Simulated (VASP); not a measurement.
# Co (P6_3/mmc) in VASP: a series of runs

The runs below take Co through single point, with r2SCAN.

Program: VASP 6.6.1. These are calculated values, not measurements. Logs are shortened: lines on timing, memory, paths and dates and some standing lists are left out, and cuts for length are marked.

**1. The cell of the first run**

The structure is hexagonal, space group P6_3/mmc (No. 194). The conventional cell has a = 2.472 Å, b = 2.472 Å, c = 4.027 Å, α = 90.00°, β = 90.00°, γ = 120.00°. Within 3.3 Å of Co (site symmetry -6m2) lie 12 Co at 2.47 Å.

**2. Single point, r2SCAN, collinear spin, ferromagnetic start**

POSCAR reads:

```
Co
1.0
    2.4715232260      0.0000000000      0.0000000000
   -1.2357616130      2.1404018997      0.0000000000
    0.0000000000      0.0000000000      4.0271144694
Co
2
Direct
    0.3333333333      0.6666666667      0.2500000000
    0.6666666667      0.3333333333      0.7500000000
```

INCAR.step1 reads:

```
PREC = Accurate
ENCUT = 520
ISMEAR = -1
SIGMA = 0.05
LREAL = F
LASPH = T
NELM = 150
ISPIN = 2
MAGMOM = 1.891 1.891
LMAXMIX = 4
NBANDS = 20
GGA = PE
ALGO = Normal
EDIFF = 1E-4
LWAVE = T
LCHARG = F
```

INCAR.step2 reads:

```
PREC = Accurate
ENCUT = 520
EDIFF = 1E-6
ISMEAR = -1
SIGMA = 0.05
LREAL = F
LASPH = T
NELM = 150
ALGO = Normal
ISIF = 2
LWAVE = F
LCHARG = F
ISPIN = 2
MAGMOM = 1.891 1.891
LORBIT = 11
LMAXMIX = 4
METAGGA = R2SCAN
LMIXTAU = T
NBANDS = 20
ISTART = 1
```

KPOINTS reads:

```
Automatic mesh
0
Gamma
  2 2 1
```

Potentials or basis: VASP PAW PBE potentials, release 64 (Co).

Launch:

```sh
> cat potpaw_PBE.64/Co/POTCAR > POTCAR
> cp INCAR.step1 INCAR
> mpirun -np 1 vasp_std > vasp.out
> cp INCAR.step2 INCAR
> mpirun -np 1 vasp_std > vasp.out
```

OUTCAR:

```text
PREC = Accurate
   ENCUT = 520
   EDIFF = 1E-6
   ISMEAR = -1
   LREAL = F
   LASPH = T
   NELM = 150
   ISIF = 2
   ISPIN = 2
   LORBIT = 11
   METAGGA = R2SCAN
   ISTART = 1

 ion  position               nearest neighbor table
   1  0.333  0.667  0.250-   2 2.47   2 2.47   2 2.47   2 2.47   2 2.47   2 2.47
   2  0.667  0.333  0.750-   1 2.47   1 2.47   1 2.47   1 2.47   1 2.47   1 2.47

  LATTYP: Found a hexagonal cell.
 ALAT       =     2.4715232260
 C/A-ratio  =     1.6294058769

  Lattice vectors:

 A1 = (   2.4715232260,   0.0000000000,   0.0000000000)
 A2 = (  -1.2357616130,   2.1404018997,   0.0000000000)
 A3 = (   0.0000000000,   0.0000000000,   4.0271144694)

Analysis of symmetry for initial positions (statically):
=====================================================================
 Subroutine PRICEL returns:
 Original cell was already a primitive cell.

 Routine SETGRP: Setting up the symmetry group for a
 hexagonal supercell.

 Subroutine GETGRP returns: Found 24 space group operations
 (whereof 12 operations were pure point group operations)
 out of a pool of 24 trial point group operations.

The static configuration has the point symmetry D_3d.
 The point group associated with its full space group is D_6h.

Analysis of symmetry for dynamics (positions and initial velocities):
=====================================================================
 Subroutine PRICEL returns:
 Original cell was already a primitive cell.

 Routine SETGRP: Setting up the symmetry group for a
 hexagonal supercell.

 Subroutine GETGRP returns: Found 24 space group operations
 (whereof 12 operations were pure point group operations)
 out of a pool of 24 trial point group operations.

The dynamic configuration has the point symmetry D_3d.
 The point group associated with its full space group is D_6h.

Analysis of structural, dynamic, and magnetic symmetry:
=====================================================================
 Subroutine PRICEL returns:
 Original cell was already a primitive cell.

 Routine SETGRP: Setting up the symmetry group for a
 hexagonal supercell.

 Subroutine GETGRP returns: Found 24 space group operations
 (whereof 12 operations were pure point group operations)
 out of a pool of 24 trial point group operations.

The overall configuration has the point symmetry D_3d.
 The point group associated with its full space group is D_6h.

 Subroutine INISYM returns: Found 24 space group operations
 (whereof 12 operations are pure point group operations),
[... 92 lines left out ...]
     AMIX     =   0.40;   BMIX     =  1.00
     AMIX_MAG =   1.60;   BMIX_MAG =  1.00
  volume/ion in A,a.u.               =      10.65        71.88
  Fermi-wavevector in a.u.,A,eV,Ry     =   1.547679  2.924690 32.590191  2.395312
  Thomas-Fermi vector in A             =   2.652738
   LORBIT       =     11    0 simple, 1 ext, 2 COOP (PROOUT), +10 PAW based schemes
   METAGGA = R2SCAN    functional components
   LHFCALC =     F    Hartree Fock is set to
   AEXX    =    0.0000 exact exchange contribution
   IVDW    =     0    specifies the selected vdW correction
   LEPSILON=     F    determine dielectric tensor
   LRPA    =     F    only Hartree local field effects (RPA)
 spin polarized calculation
  energy-cutoff  :      520.00
  volume of cell :       21.30
 maximum number of plane-waves:       576
   NGX =  9   NGY =  9   NGZ = 15

 number of electron      17.9999992 magnetization       2.9953845

 Free energy of the ion-electron system (eV)
  ---------------------------------------------------
  ext. energy  EPLUGINS =         0.00000000
  ---------------------------------------------------
  free energy    TOTEN  =       -25.75633449 eV

  energy without entropy =      -25.73846794  energy(sigma->0) =      -25.74740121

 E-fermi :  10.5783     XC(G=0): -14.7652

 val. band max:       10.5775825663   @ k =   0.0000   0.0000   0.0000
 cond. band min:      11.7729046074   @ k =   0.5000  -0.0000   0.0000
 fundamental gap:      1.1953220411
 Fermi energy:        10.5782972111

 spin component 1

 k-point     1 :       0.0000    0.0000    0.0000
  band No.  band energies     occupation
      1       1.2165      1.00000
      2       5.1483      1.00000
      3       7.1724      1.00000
      4       7.1726      1.00000
      5       7.4756      1.00000
      6       7.4758      1.00000
[... 22 lines left out ...]
      6       7.8509      1.00000
[... 12 lines left out ...]
     19      34.0524      0.00000
     20      36.7354      0.00000
 Fermi energy:        10.5782972111

 spin component 2

 k-point     1 :       0.0000    0.0000    0.0000
  band No.  band energies     occupation
      1       0.5336      1.00000
      2       5.6560      1.00000
      3       9.1440      1.00000
      4       9.4684      1.00000
      5       9.4685      1.00000
      6       9.7134      1.00000
[... 35 lines left out ...]
     19      34.3356      0.00000
     20      37.2354      0.00000

------------------------ aborting loop because EDIFF is reached ----------------------------------------

  FORCE on cell =-STRESS in cart. coord.  units (eV):
  Direction    XX          YY          ZZ          XY          YZ          ZX
  --------------------------------------------------------------------------------------
  -------------------------------------------------------------------------------------
  Total       -1.8724630     -1.8724630      1.2253229     -0.0000000      0.0000000     -0.0000000
  in kB     -140.8217787   -140.8217787     92.1525047     -0.0000000      0.0000000     -0.0000000
  external PRESSURE =     -63.1636842 kB  Pullay stress =       0.0000000 kB

 VOLUME and BASIS-vectors are now :
 -----------------------------------------------------------------------------
  energy-cutoff  :      520.00
  volume of cell :       21.30
      direct lattice vectors                 reciprocal lattice vectors
     2.471523226  0.000000000  0.000000000     0.404608781  0.233600989  0.000000000
    -1.235761613  2.140401900  0.000000000     0.000000000  0.467201977  0.000000000
     0.000000000  0.000000000  4.027114469     0.000000000  0.000000000  0.248316756

 POSITION                                       TOTAL-FORCE (eV/Angst)
 -----------------------------------------------------------------------------------
     -0.00000      1.42693      1.00678         0.000000      0.000000      0.000000
      1.23576      0.71347      3.02034        -0.000000     -0.000000      0.000000
 -----------------------------------------------------------------------------------
    total drift:                               -0.000000      0.000000     -0.000000

  FREE ENERGIE OF THE ION-ELECTRON SYSTEM (eV)
  ---------------------------------------------------
  free  energy   TOTEN  =       -25.7563344875 eV

  energy  without entropy=      -25.7384679424  energy(sigma->0) =      -25.74740121

 total charge

# of ion       s       p       d       tot
------------------------------------------
    1        0.451   0.614   7.277   8.341
    2        0.451   0.614   7.277   8.341
--------------------------------------------------
tot          0.901   1.227  14.553  16.682

 magnetization (x)

# of ion       s       p       d       tot
------------------------------------------
    1       -0.033  -0.084   1.685   1.567
    2       -0.033  -0.084   1.685   1.567
--------------------------------------------------
tot         -0.067  -0.167   3.369   3.135
```

OUTCAR.step1:

```text
PREC = Accurate
   ENCUT = 520
   ISMEAR = -1
   LREAL = F
   LASPH = T
   NELM = 150
[... 309 lines left out ...]
 -----------------------------------------------------------------------------------
     -0.00000      1.42693      1.00678        -0.000000     -0.000000      0.000000
      1.23576      0.71347      3.02034         0.000000      0.000000      0.000000
 -----------------------------------------------------------------------------------
    total drift:                               -0.000000      0.000000     -0.000000

  FREE ENERGIE OF THE ION-ELECTRON SYSTEM (eV)
  ---------------------------------------------------
  free  energy   TOTEN  =       -13.4132086270 eV

  energy  without entropy=      -13.3981297177  energy(sigma->0) =      -13.40566917
```

OSZICAR.step1:

```text
N       E                     dE             d eps       ncg     rms          rms(c)
DAV:   1     0.862393501638E+02    0.86239E+02   -0.84917E+03   168   0.126E+03
DAV:   2    -0.106366797389E+02   -0.96876E+02   -0.84911E+02   160   0.213E+02
DAV:   3    -0.154298325464E+02   -0.47932E+01   -0.46546E+01   204   0.593E+01
DAV:   4    -0.154992965355E+02   -0.69464E-01   -0.69383E-01   188   0.596E+00
DAV:   5    -0.155013924693E+02   -0.20959E-02   -0.20958E-02   208   0.981E-01    0.173E+01
DAV:   6    -0.138901939716E+02    0.16112E+01   -0.78811E+00   188   0.531E+01    0.798E+00
DAV:   7    -0.134788496120E+02    0.41134E+00   -0.18264E+00   196   0.208E+01    0.502E+00
DAV:   8    -0.134130921272E+02    0.65757E-01   -0.77158E-02   192   0.436E+00    0.234E+00
DAV:   9    -0.134070098541E+02    0.60823E-02   -0.79142E-03   216   0.114E+00    0.131E+00
DAV:  10    -0.134097263620E+02   -0.27165E-02   -0.17433E-03   176   0.651E-01    0.103E+00
DAV:  11    -0.134132560759E+02   -0.35297E-02   -0.99439E-03   184   0.153E+00    0.523E-01
DAV:  12    -0.134132204944E+02    0.35581E-04   -0.11021E-03   224   0.463E-01    0.321E-01
DAV:  13    -0.134132086270E+02    0.11867E-04   -0.86689E-04   184   0.496E-01
   1 F= -.13413209E+02 E0= -.13405669E+02  d E =-.150789E-01  mag=     2.6078
```

It took 27 s on 1 thread of Intel Xeon Platinum 8559C (Emerald Rapids), shared host; peak memory 0.13 GiB.

What came out:

```yaml
Free_energy: -25.7563 eV
Pressure: -6.3 GPa
Net_moment: 3.00 μB per cell
Site_moments: Co +1.57 μB
Valence_electrons_inside_the_program's_atomic_spheres: Co 8.34
```

Levels at points of the mesh, in eV from the Fermi level:
Spin up:
```
           k point  band 7  band 8  band 9  band 10  band 11  band 12  band 13  band 14  band 15  band 16
(0.00, 0.00, 0.00)   -2.84   -2.64   -2.64    -1.56    -1.56    -0.25     6.54    22.90    25.90    25.90
(0.50, 0.00, 0.00)   -2.48   -1.49   -1.35    -1.35     1.19     3.32     9.98    10.72    12.95    14.42
```
Spin down:
```csv
k point,band 6,band 7,band 8,band 9,band 10,band 11
"(0.00, 0.00, 0.00)",-0.86,-0.72,-0.72,0.00,0.00,1.27
"(0.50, 0.00, 0.00)",-1.03,-0.98,1.24,1.40,1.54,2.36
```

Caveat: the k points lie up to 1.56 Å⁻¹ apart; the PAW data sets were made with another functional, which shifts forces and pressure a little.

**3. Single point, r2SCAN, collinear spin, ferromagnetic start**

POSCAR is that of step 2.

INCAR.step1 reads:

```
ALGO = Normal
EDIFF = 1E-4
ENCUT = 520
GGA = PE
ISMEAR = -1
ISPIN = 2
LASPH = T
LCHARG = F
LMAXMIX = 4
LREAL = F
LWAVE = T
MAGMOM = 1.891 1.891
NBANDS = 20
NELM = 150
PREC = Accurate
SIGMA = 0.05
```

INCAR.step2 reads:

```
ALGO = Normal
EDIFF = 1E-6
ENCUT = 520
ISIF = 2
ISMEAR = -1
ISPIN = 2
ISTART = 1
LASPH = T
LCHARG = T
LELF = T
LMAXMIX = 4
LMIXTAU = T
LORBIT = 11
LREAL = F
LVHAR = T
LWAVE = F
MAGMOM = 1.891 1.891
METAGGA = R2SCAN
NBANDS = 20
NELM = 150
PREC = Accurate
SIGMA = 0.05
```

KPOINTS reads:

```
k-points
0
Gamma
  4 4 2
```

Potentials or basis: VASP PAW PBE potentials, release 64 (Co).

Launch:

```sh
> cat potpaw_PBE.64/Co/POTCAR > POTCAR
> cp INCAR.step1 INCAR
> mpirun -np 1 vasp_std > vasp.out
> cp INCAR.step2 INCAR
> mpirun -np 1 vasp_std > vasp.out
```

OUTCAR:

```text
EDIFF = 1E-6
   ENCUT = 520
   ISIF = 2
   ISMEAR = -1
   ISPIN = 2
   ISTART = 1
   LASPH = T
   LORBIT = 11
   LREAL = F
   METAGGA = R2SCAN
   NELM = 150
   PREC = Accurate

 ion  position               nearest neighbor table
   1  0.333  0.667  0.250-   2 2.47   2 2.47   2 2.47   2 2.47   2 2.47   2 2.47
   2  0.667  0.333  0.750-   1 2.47   1 2.47   1 2.47   1 2.47   1 2.47   1 2.47

  LATTYP: Found a hexagonal cell.
 ALAT       =     2.4715232260
 C/A-ratio  =     1.6294058769

  Lattice vectors:

[... 565 lines left out ...]
  external PRESSURE =     -16.0261558 kB  Pullay stress =       0.0000000 kB

 VOLUME and BASIS-vectors are now :
 -----------------------------------------------------------------------------
  energy-cutoff  :      520.00
  volume of cell :       21.30
      direct lattice vectors                 reciprocal lattice vectors
     2.471523226  0.000000000  0.000000000     0.404608781  0.233600989  0.000000000
    -1.235761613  2.140401900  0.000000000     0.000000000  0.467201977  0.000000000
     0.000000000  0.000000000  4.027114469     0.000000000  0.000000000  0.248316756

 POSITION                                       TOTAL-FORCE (eV/Angst)
 -----------------------------------------------------------------------------------
     -0.00000      1.42693      1.00678         0.000000      0.000000      0.000000
      1.23576      0.71347      3.02034        -0.000000     -0.000000      0.000000
 -----------------------------------------------------------------------------------
    total drift:                                0.000000     -0.000000     -0.000000

  FREE ENERGIE OF THE ION-ELECTRON SYSTEM (eV)
  ---------------------------------------------------
  free  energy   TOTEN  =       -26.3662276804 eV

  energy  without entropy=      -26.3538347464  energy(sigma->0) =      -26.36003121

 total charge

# of ion       s       p       d       tot
------------------------------------------
    1        0.518   0.547   7.279   8.343
    2        0.518   0.547   7.279   8.343
--------------------------------------------------
tot          1.036   1.094  14.557  16.687

 magnetization (x)

# of ion       s       p       d       tot
------------------------------------------
    1       -0.014  -0.066   1.817   1.738
    2       -0.014  -0.066   1.817   1.738
--------------------------------------------------
tot         -0.028  -0.131   3.635   3.475
```

OSZICAR.step1:

```text
N       E                     dE             d eps       ncg     rms          rms(c)
DAV:   1     0.831621064743E+02    0.83162E+02   -0.79607E+03   680   0.120E+03
DAV:   2    -0.113731255600E+02   -0.94535E+02   -0.85463E+02   652   0.216E+02
DAV:   3    -0.159830575555E+02   -0.46099E+01   -0.43649E+01   752   0.563E+01
DAV:   4    -0.160514628579E+02   -0.68405E-01   -0.68343E-01   788   0.607E+00
DAV:   5    -0.160534708921E+02   -0.20080E-02   -0.20079E-02   752   0.102E+00    0.152E+01
DAV:   6    -0.145075508372E+02    0.15459E+01   -0.77514E+00   736   0.556E+01    0.768E+00
DAV:   7    -0.140521425797E+02    0.45541E+00   -0.11926E+00   748   0.208E+01    0.414E+00
DAV:   8    -0.140529171490E+02   -0.77457E-03   -0.21048E-02   904   0.149E+00    0.205E+00
DAV:   9    -0.140366024257E+02    0.16315E-01   -0.15921E-03  1008   0.659E-01    0.814E-01
DAV:  10    -0.140379129652E+02   -0.13105E-02   -0.17781E-03   836   0.634E-01    0.230E-01
DAV:  11    -0.140380157876E+02   -0.10282E-03   -0.15649E-04   640   0.204E-01    0.295E-02
DAV:  12    -0.140380054199E+02    0.10368E-04   -0.17632E-05   348   0.446E-02
   1 F= -.14038005E+02 E0= -.14029314E+02  d E =-.173835E-01  mag=     3.3723
```

It took 34 s on 1 thread of Intel Xeon Platinum 8559C (Emerald Rapids), shared host; peak memory 0.13 GiB.

Results:

* Free energy: -26.3662 eV
* Pressure: -1.6 GPa
* Net moment: 3.37 μB per cell
* Site moments: Co +1.74 μB
* Valence electrons inside the program's atomic spheres: Co 8.34

Caveat: the k points lie up to 0.78 Å⁻¹ apart; the PAW data sets were made with another functional, which shifts forces and pressure a little.
